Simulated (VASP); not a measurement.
# C in VASP: a series of runs

The runs below take C through single point, with PBEsol.

All numbers are computed with VASP 6.6.1; they aren't measurements. Logs are shortened: lines on timing, memory, paths and dates and some standing lists are left out, and cuts for length are marked.

### Step 1. The cell of the first run

The cell holds a wire or tube with vacuum around it, 16 atoms: a = 2.459 Å, b = 17.741 Å, c = 21.886 Å, α = 90.00°, β = 90.00°, γ = 97.97°.

### Step 2. Single point, PBEsol

INCAR reads:

```
SYSTEM = C
PREC = Accurate
ENCUT = 520
EDIFF = 1E-6
ISMEAR = 0
SIGMA = 0.1
LREAL = Auto
LASPH = .TRUE.
NELM = 80
ALGO = Fast
ISIF = 2
LWAVE = .FALSE.
LCHARG = .TRUE.
LDIPOL = .TRUE.
IDIPOL = 3
DIPOL = 0.5 0.5 0.500
GGA = PS
LELF = .TRUE.
LVHAR = .TRUE.
LVACPOTAV = .TRUE.
NBANDS = 46
ISYM = 0
```

KPOINTS reads:

```
Automatic mesh
0
G
  14 2 1
  0 0 0
```

POSCAR reads:

```
C
1.0
    2.4588140226      0.0000000000      0.0000000000
   -2.4588140226     17.5697276756      0.0000000000
    0.0000000000      0.0000000000     21.8863084286
C
16
Direct
    0.0391697949      0.0391697949      0.3426799921
    0.0391697949      0.5391697949      0.3426799921
    0.5489622437      0.0489622437      0.3741439937
    0.5489622437      0.5489622437      0.3741439937
    0.5685471411      0.0685471411      0.4370719969
    0.5685471411      0.5685471411      0.4370719969
    0.0783088697      0.0783065139      0.4681739600
    0.0783088697      0.5783065139      0.4681739600
    0.0983893058      0.0983840826      0.5317688266
    0.0983893058      0.5983840826      0.5317688266
    0.6081096676      0.1081012773      0.5624415142
    0.6081096676      0.6081012773      0.5624415142
    0.6288445593      0.1288359438      0.6277811343
    0.6288445593      0.6288359438      0.6277811343
    0.1374275011      0.1374303534      0.6548242032
    0.1374275011      0.6374303534      0.6548242032
```

Potentials or basis: VASP PAW PBE potentials, release 64 (C).

Launch:

```sh
cat potpaw_PBE.64/C/POTCAR > POTCAR
mpirun -np 1 vasp_std > vasp.out
```

OUTCAR:

```text
SYSTEM = C
   PREC = Accurate
   ENCUT = 520
   EDIFF = 1E-6
   ISMEAR = 0
   LREAL = Auto
   LASPH = .TRUE.
   NELM = 80
   ISIF = 2
   GGA = PS
   ISYM = 0

 ion  position               nearest neighbor table
   1  0.039  0.039  0.343-   3 1.42   3 1.42
   2  0.039  0.539  0.343-   4 1.42   4 1.42
   3  0.549  0.049  0.374-   1 1.42   1 1.42   5 1.42
   4  0.549  0.549  0.374-   2 1.42   2 1.42   6 1.42
   5  0.569  0.069  0.437-   7 1.42   7 1.42   3 1.42
   6  0.569  0.569  0.437-   8 1.42   8 1.42   4 1.42
   7  0.078  0.078  0.468-   5 1.42   5 1.42   9 1.44
   8  0.078  0.578  0.468-   6 1.42   6 1.42  10 1.44
   9  0.098  0.098  0.532-  11 1.41  11 1.41   7 1.44
  10  0.098  0.598  0.532-  12 1.41  12 1.41   8 1.44
  11  0.608  0.108  0.562-   9 1.41   9 1.41  13 1.48
  12  0.608  0.608  0.562-  10 1.41  10 1.41  14 1.48
  13  0.629  0.129  0.628-  15 1.37  15 1.37  11 1.48
  14  0.629  0.629  0.628-  16 1.37  16 1.37  12 1.48
  15  0.137  0.137  0.655-  13 1.37  13 1.37
  16  0.137  0.637  0.655-  14 1.37  14 1.37

IMPORTANT INFORMATION: All symmetrisations will be switched off!
NOSYMM: (Re-)initialisation of all symmetry stuff for point group C_1.

----------------------------------------------------------------------------------------

                                     Primitive cell

  volume of cell :     945.5037

  direct lattice vectors                    reciprocal lattice vectors
     2.458814023  0.000000000  0.000000000     0.406700137  0.056916079  0.000000000
    -2.458814023 17.569727676  0.000000000     0.000000000  0.056916079  0.000000000
     0.000000000  0.000000000 21.886308429     0.000000000  0.000000000  0.045690666

  length of vectors
     2.458814023 17.740944084 21.886308429     0.410663416  0.056916079  0.045690666

  position of ions in fractional coordinates (direct lattice)
     0.039169795  0.039169795  0.342679992
     0.039169795  0.539169795  0.342679992
     0.548962244  0.048962244  0.374143994
     0.548962244  0.548962244  0.374143994
     0.568547141  0.068547141  0.437071997
     0.568547141  0.568547141  0.437071997
[... 8 lines left out ...]
     0.137427501  0.137430353  0.654824203
     0.137427501  0.637430353  0.654824203

  ion indices of the primitive-cell ions
   primitive index   ion index
                 1           1
                 2           2
                 3           3
                 4           4
                 5           5
                 6           6
[... 8 lines left out ...]
                15          15
                16          16

----------------------------------------------------------------------------------------

 KPOINTS: Automatic mesh

Automatic generation of k-mesh.
 Grid dimensions read from file:
 generate k-points for:   14    2    1

 Generating k-lattice:

  Cartesian coordinates                     Fractional coordinates (reciprocal lattice)
     0.029050010  0.004065434  0.000000000     0.071428571  0.000000000  0.000000000
     0.000000000  0.028458039  0.000000000     0.000000000  0.500000000  0.000000000
     0.000000000  0.000000000  0.045690666     0.000000000  0.000000000  1.000000000

  Length of vectors
     0.029333101  0.028458039  0.045690666

  Shift w.r.t. Gamma in fractional coordinates (k-lattice)
     0.000000000  0.000000000  0.000000000

 -----------------------------------------------------------------------------
|                                                                             |
|           W    W    AA    RRRRR   N    N  II  N    N   GGGG   !!!           |
|           W    W   A  A   R    R  NN   N  II  NN   N  G    G  !!!           |
|           W    W  A    A  R    R  N N  N  II  N N  N  G       !!!           |
|           W WW W  AAAAAA  RRRRR   N  N N  II  N  N N  G  GGG   !            |
|           WW  WW  A    A  R   R   N   NN  II  N   NN  G    G                |
|           W    W  A    A  R    R  N    N  II  N    N   GGGG   !!!           |
|                                                                             |
|     Your reciprocal lattice and k-lattice belong to different lattice       |
|     classes:                                                                |
|                                                                             |
|        The reciprocal lattice is simple orthorhombic,                       |
|        whereas your k-lattice is simple monoclinic.                         |
|                                                                             |
|     Results are often still useful ...                                      |
|                                                                             |
 -----------------------------------------------------------------------------

 WARNING: IBZKPT: internal override: KBLOWUP is changed to .FALSE.
      ... skipping the blow-up phase ...

 Subroutine IBZKPT returns following result:
[... 64 lines left out ...]
 non-spin polarized calculation
 RMM-DIIS sequential band-by-band and
 Gauss-broadening in eV      SIGMA  =   0.10
  energy-cutoff  :      520.00
  volume of cell :      945.50
 maximum number of plane-waves:     25610
   NGX =  9   NGY = 65   NGZ = 81

 dipolmoment           0.000000      0.000000      0.423912 electrons x Angstroem

 number of electron      63.9999996 magnetization

 dipolmoment           0.000000      0.000000     -0.108831 electrons x Angstroem

 Free energy of the ion-electron system (eV)
  ---------------------------------------------------
  ext. energy  EPLUGINS =         0.00000000
  ---------------------------------------------------
  free energy    TOTEN  =      -140.53906872 eV

  energy without entropy =     -140.46152459  energy(sigma->0) =     -140.50029666

 E-fermi :  -4.1782     XC(G=0):  -2.2882

 val. band max:       -4.1831736987   @ k =   0.0714   0.0000   0.0000
 cond. band min:      -4.1219366538   @ k =   0.1429   0.0000   0.0000
 fundamental gap:      0.0612370449
 Fermi energy:        -4.1782104019

 k-point     1 :       0.0000    0.0000    0.0000
  band No.  band energies     occupation
      1     -23.1548      2.00000
      2     -23.1547      2.00000
      3     -22.1510      2.00000
      4     -22.1510      2.00000
      5     -20.5625      2.00000
      6     -20.5625      2.00000
[... 36 lines left out ...]
     43       1.3964      0.00000
     44       1.6245      0.00000

 k-point     2 :       0.0714    0.0000    0.0000
  band No.  band energies     occupation
      1     -23.0646      2.00000
      2     -23.0646      2.00000
      3     -22.0624      2.00000
      4     -22.0624      2.00000
      5     -20.4772      2.00000
      6     -20.4772      2.00000
[... 36 lines left out ...]
     43       1.5205      0.00000
     44       1.6069      0.00000

 k-point     3 :       0.1429    0.0000    0.0000
  band No.  band energies     occupation
      1     -22.7946      2.00000
      2     -22.7946      2.00000
      3     -21.7971      2.00000
      4     -21.7971      2.00000
      5     -20.2222      2.00000
      6     -20.2221      2.00000
[... 36 lines left out ...]
     43       1.7928      0.00000
     44       1.8971      0.00000

 k-point     4 :       0.2143    0.0000    0.0000
  band No.  band energies     occupation
      1     -22.3465      2.00000
      2     -22.3465      2.00000
      3     -21.3569      2.00000
      4     -21.3569      2.00000
      5     -19.7997      2.00000
      6     -19.7997      2.00000
[... 506 lines left out ...]
     43       2.9754      0.00000
     44       4.5385      0.00000

 k-point    15 :       0.4286    0.5000    0.0000
  band No.  band energies     occupation
      1     -19.9784      2.00000
      2     -19.9784      2.00000
      3     -19.0538      2.00000
      4     -19.0537      2.00000
      5     -17.9136      2.00000
      6     -17.9136      2.00000
[... 36 lines left out ...]
     43       4.3118      0.00000
     44       4.3577      0.00000

 k-point    16 :       0.5000    0.5000    0.0000
  band No.  band energies     occupation
      1     -18.9092      2.00000
      2     -18.9092      2.00000
      3     -18.8728      2.00000
      4     -18.8728      2.00000
      5     -18.2690      2.00000
      6     -18.2690      2.00000
[... 36 lines left out ...]
     43       4.2053      0.00000
     44       4.2053      0.00000
 [bands above 44 left out]

------------------------ aborting loop because EDIFF is reached ----------------------------------------

  FORCE on cell =-STRESS in cart. coord.  units (eV):
  Direction    XX          YY          ZZ          XY          YZ          ZX
  --------------------------------------------------------------------------------------
  -------------------------------------------------------------------------------------
  Total        4.1643104      0.0285697      0.9504512     -0.0020177      0.2804903      0.0108155
  in kB        7.0565180      0.0484120      1.6105610     -0.0034190      0.4752972      0.0183271
  external PRESSURE =       2.9051637 kB  Pullay stress =       0.0000000 kB

 VOLUME and BASIS-vectors are now :
 -----------------------------------------------------------------------------
  energy-cutoff  :      520.00
  volume of cell :      945.50
      direct lattice vectors                 reciprocal lattice vectors
     2.458814023  0.000000000  0.000000000     0.406700137  0.056916079  0.000000000
    -2.458814023 17.569727676  0.000000000     0.000000000  0.056916079  0.000000000
     0.000000000  0.000000000 21.886308429     0.000000000  0.000000000  0.045690666

 POSITION                                       TOTAL-FORCE (eV/Angst)
 -----------------------------------------------------------------------------------
      0.00000      0.68820      7.50000         0.003718      0.490514      2.000225
     -1.22941      9.47307      7.50000         0.003719      0.490490      2.000134
      1.22941      0.86025      8.18863        -0.000220     -0.792560     -3.191778
      0.00000      9.64512      8.18863        -0.000221     -0.792539     -3.191687
      1.22941      1.20435      9.56589        -0.003533      0.289135      1.133530
      0.00000      9.98922      9.56589        -0.003534      0.289117      1.133463
[... 8 lines left out ...]
     -0.00001      2.41461     14.33168        -0.000981      0.009642      0.043450
     -1.22941     11.19948     14.33168        -0.000980      0.009644      0.043453
 -----------------------------------------------------------------------------------
    total drift:                                0.012410      0.022439      0.014808

  FREE ENERGIE OF THE ION-ELECTRON SYSTEM (eV)
  ---------------------------------------------------
  free  energy   TOTEN  =      -140.5390687242 eV

  energy  without entropy=     -140.4615245883  energy(sigma->0) =     -140.50029666

 vacuum level on the upper side and lower side of the slab         1.454         1.914
```

Run time: 41 min. Hardware: 1 thread of Oxide Virtual Turin-like, shared host; peak memory 0.97 GiB.

Results:

| Property | Result |
| --- | --- |
| Free energy | -140.5391 eV |
| Largest force | 3.289 eV/Å |
| Band gap on the k mesh | zero (bands 32 and 33 overlap by 0.23 eV) |

Forces in eV/Å, atoms in the order of the input:
```
C    0.004  0.491  2.000
C    0.004  0.490  2.000
C    0.000 -0.793 -3.192
C    0.000 -0.793 -3.192
C   -0.004  0.289  1.134
C   -0.004  0.289  1.133
C    0.001  0.002  0.001
C    0.001  0.002  0.001
C    0.000  0.001  0.001
C    0.000  0.001  0.001
C    0.000  0.000  0.003
C    0.000  0.000  0.003
C    0.000  0.000  0.010
C    0.000  0.000  0.010
C   -0.001  0.010  0.043
C   -0.001  0.010  0.043
```

Caveat: the PAW data sets were made with another functional, which shifts forces and pressure a little.

### Step 3. Single point, PBEsol

INCAR reads:

```
SYSTEM = C
PREC     = Accurate       ! precision mode
ENCUT    = 520            ! plane-wave cutoff, eV
EDIFF    = 1E-6           ! SCF threshold, eV
ISMEAR   = 0              ! smearing method
SIGMA    = 0.1            ! smearing width, eV
LREAL    = Auto         
LASPH    = .TRUE.         ! aspherical terms in the spheres
NELM     = 100            ! most SCF steps
ALGO     = Fast           ! electronic algorithm
ISIF     = 2              ! what is computed and relaxed
LWAVE    = .FALSE.        ! write WAVECAR
LCHARG   = .FALSE.        ! write CHGCAR
LDIPOL   = .TRUE.       
IDIPOL   = 3            
DIPOL    = 0.5 0.5 0.500
GGA      = PS             ! functional
NBANDS   = 46             ! bands
```

KPOINTS reads:

```
regular mesh
0
G
  14 2 1
  0 0 0
```

POSCAR reads:

```
C
1.0
    2.4588140226      0.0000000000      0.0000000000
   -2.4588140226     17.5697276756      0.0000000000
    0.0000000000      0.0000000000     21.8863084286
C
16
Direct
    0.0391697949      0.0391697949      0.3426799921
    0.0391697949      0.5391697949      0.3426799921
    0.5489622437      0.0489622437      0.3741439937
    0.5489622437      0.5489622437      0.3741439937
    0.5685471411      0.0685471411      0.4370719969
    0.5685471411      0.5685471411      0.4370719969
    0.0782642860      0.0782668749      0.4681796316
    0.0782887844      0.5782820948      0.4681751089
    0.0982384011      0.0982635506      0.5318173955
    0.0984172108      0.5983083872      0.5317814743
    0.6079190896      0.1079384069      0.5624989839
    0.6081433871      0.6080143660      0.5624537838
    0.6287142258      0.1286300296      0.6278550272
    0.6286578798      0.6287675025      0.6277904218
    0.1373074530      0.1372345754      0.6548887518
    0.1373172464      0.6374031819      0.6548151415
```

Potentials or basis: VASP PAW PBE potentials, release 64 (C).

Launch:

```sh
cat potpaw_PBE.64/C/POTCAR > POTCAR
mpirun -np 1 vasp_std > vasp.out
```

It took 23 min on 1 thread of Oxide Virtual Turin-like, shared host; peak memory 0.98 GiB.

It converged, with:

* Free energy: -140.5391 eV
* Largest force: 3.289 eV/Å
* Band gap on the k mesh: zero (bands 32 and 33 overlap by 0.23 eV)

Forces in eV/Å, atoms in the order of the input:
```
C    0.004  0.491  2.000
C    0.004  0.491  2.000
C    0.000 -0.790 -3.193
C    0.000 -0.791 -3.192
C   -0.004  0.285  1.137
C   -0.003  0.286  1.132
C    0.001  0.007  0.019
C    0.002  0.002  0.005
C    0.000 -0.003 -0.014
C    0.000  0.001 -0.002
C    0.001 -0.001  0.001
C   -0.005  0.000  0.002
C   -0.001  0.002  0.002
C    0.008  0.003  0.004
C   -0.001  0.007  0.050
C   -0.004  0.009  0.049
```

Levels at points of the mesh, in eV from the Fermi level:
```csv
k point,band 28,band 29,band 30,band 31,band 32,band 33,band 34,band 35,band 36,band 37
"(0.00, 0.00, 0.00)",-3.10,-2.79,-2.79,-0.05,-0.05,0.36,0.36,3.34,3.35,4.07
"(0.50, 0.00, 0.00)",-2.01,-0.53,-0.53,-0.27,-0.27,0.41,0.41,0.94,0.94,2.14
"(0.00, 0.50, 0.00)",-3.10,-2.79,-2.79,-0.05,-0.05,0.36,0.36,3.35,3.35,4.24
"(0.50, 0.50, 0.00)",-2.01,-0.53,-0.53,-0.27,-0.27,0.41,0.41,0.94,0.94,2.14
```

Caveat: the PAW data sets were made with another functional, which shifts forces and pressure a little.

### Step 4. Single point, PBEsol

INCAR reads:

```
SYSTEM = C
ALGO     = Fast           ! electronic algorithm
DIPOL    = 0.5 0.5 0.500
EDIFF    = 1E-6           ! SCF threshold, eV
ENCUT    = 520            ! plane-wave cutoff, eV
GGA      = PS             ! functional
IDIPOL   = 3            
ISIF     = 2              ! what is computed and relaxed
ISMEAR   = 0              ! smearing method
LASPH    = .TRUE.         ! aspherical terms in the spheres
LCHARG   = .TRUE.         ! write CHGCAR
LDIPOL   = .TRUE.       
LELF     = .TRUE.         ! ELF
LREAL    = Auto         
LVACPOTAV= .TRUE.       
LVHAR    = .TRUE.       
LWAVE    = .FALSE.        ! write WAVECAR
NBANDS   = 46             ! bands
NELM     = 60             ! most SCF steps
PREC     = Accurate       ! precision mode
SIGMA    = 0.1            ! smearing width, eV
```

KPOINTS reads:

```
k-points
0
G
  14 2 1
  0 0 0
```

POSCAR reads:

```
C
1.0
    2.4588140226      0.0000000000      0.0000000000
   -2.4588140226     17.5697276756      0.0000000000
    0.0000000000      0.0000000000     21.8863084286
C
16
Direct
    0.0391697949      0.0391697949      0.3426799921
    0.0391697949      0.5391697949      0.3426799921
    0.5489622437      0.0489622437      0.3741439937
    0.5489622437      0.5489622437      0.3741439937
    0.5685471411      0.0685471411      0.4370719969
    0.5685471411      0.5685471411      0.4370719969
    0.0782506262      0.0782667186      0.4681783185
    0.0782961398      0.5782919398      0.4681714006
    0.0984703820      0.0982417791      0.5317825122
    0.0983666460      0.5983556650      0.5317754518
    0.6081478405      0.1079259528      0.5624581609
    0.6080948669      0.6080762607      0.5624449446
    0.6285542700      0.1286202660      0.6278081038
    0.6287998816      0.6288740501      0.6277843118
    0.1371175167      0.1372084294      0.6548354560
    0.1374810085      0.6375378305      0.6548244585
```

Launch:

```sh
cat potpaw_PBE.64/C/POTCAR > POTCAR
mpirun -np 1 vasp_std > vasp.out
```

Wall time 26 min (1 thread of Oxide Virtual Turin-like, shared host); peak memory 1 GiB.

Results (log left out):

- Free energy: -140.5390 eV
- Largest force: 3.290 eV/Å
- Band gap on the k mesh: zero (bands 32 and 33 overlap by 0.23 eV)

Forces in eV/Å, atoms in the order of the input:
```
C    0.004  0.491  2.000
C    0.003  0.491  2.000
C    0.000 -0.790 -3.192
C    0.000 -0.792 -3.193
C   -0.006  0.284  1.130
C   -0.004  0.287  1.131
C    0.007  0.000 -0.003
C    0.000  0.004  0.008
C   -0.007  0.005  0.004
C    0.000  0.001 -0.002
C   -0.002  0.000  0.005
C   -0.002  0.003  0.011
C    0.005  0.000  0.003
C    0.005  0.004  0.006
C    0.000  0.011  0.056
C   -0.003  0.004  0.036
```

Levels at points of the mesh, in eV from the Fermi level:
| k point | band 30 | band 31 | band 32 | band 33 | band 34 | band 35 |
| --- | --- | --- | --- | --- | --- | --- |
| (0.00, 0.00, 0.00) | -2.79 | -0.05 | -0.05 | 0.36 | 0.36 | 3.34 |
| (0.50, 0.00, 0.00) | -0.53 | -0.27 | -0.27 | 0.41 | 0.42 | 0.94 |
| (0.00, 0.50, 0.00) | -2.79 | -0.05 | -0.05 | 0.36 | 0.36 | 3.35 |
| (0.50, 0.50, 0.00) | -0.53 | -0.27 | -0.27 | 0.41 | 0.42 | 0.94 |

Caveat: the PAW data sets were made with another functional, which shifts forces and pressure a little.

### Step 5. The runs side by side

```tsv
cell	gap on the mesh (eV)	largest force (eV/Å)
as given, atomic positions A	none	3.29
as given, atomic positions B	none	3.29
as given, atomic positions C	none	3.29
```

Alike in all rows: task single point; level PBEsol; potentials or basis VASP PAW PBE potentials, release 64 (C); no spin polarisation; k mesh 14 × 2 × 1; cutoff (eV) 520; smearing gaussian 0.1 eV.

Caveats: the PAW data sets were made with another functional, which shifts forces and pressure a little.

Absolute energies hang on the potentials; compare differences alone.

The gap in the log of VASP goes by the Fermi energy; the results here count the filled bands.